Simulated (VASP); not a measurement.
The system is Y3W.

```xyz
4
Lattice="4.5465 0.0000 0.0000 0.0000 4.5465 0.0000 0.0000 0.0000 4.5465" Properties=species:S:1:pos:R:3 pbc="T T T"
Y     0.0000    2.2732    2.2732
Y     2.2732    0.0000    2.2732
Y     2.2732    2.2732    0.0000
W     0.0000    0.0000    0.0000
```

```yaml
Program: VASP 6.6.1
Task: relaxation of cell and atoms
Functional: PBE
Potentials_or_basis: VASP PAW PBE potentials, release 64 (Y_sv, W_sv)
Cutoff: 500 eV
k_mesh: 4 × 4 × 4
Occupations: gaussian, width 0.1 eV
Spin: no spin polarisation
```

At the start: pressure 7.3 GPa; volume 23.49 Å³/atom.

Q: How do energy, volume and symmetry change on relaxing?

A: Over 3 steps the energy falls by 46.7 meV/atom and the volume is 25.72 Å³/atom (+9.5 %); space group Pm-3m (No. 221, to 0.1 Å) before and after.

Step by step:
```
step  energy change (eV)  largest force (eV/Å)  pressure (GPa)  volume (Å³)
   1              0.0000                0.0000            7.26        93.98
   2             -0.1131                0.0000           -3.50       109.21
   3             -0.1867                0.0000           -0.03       102.89
```

Final structure:
```xyz
4
Lattice="4.6859 0.0000 0.0000 0.0000 4.6859 0.0000 0.0000 0.0000 4.6859" Properties=species:S:1:pos:R:3 pbc="T T T"
Y     0.0000    2.3429    2.3429
Y     2.3429    0.0000    2.3429
Y     2.3429    2.3429    0.0000
W     0.0000    0.0000    0.0000
```
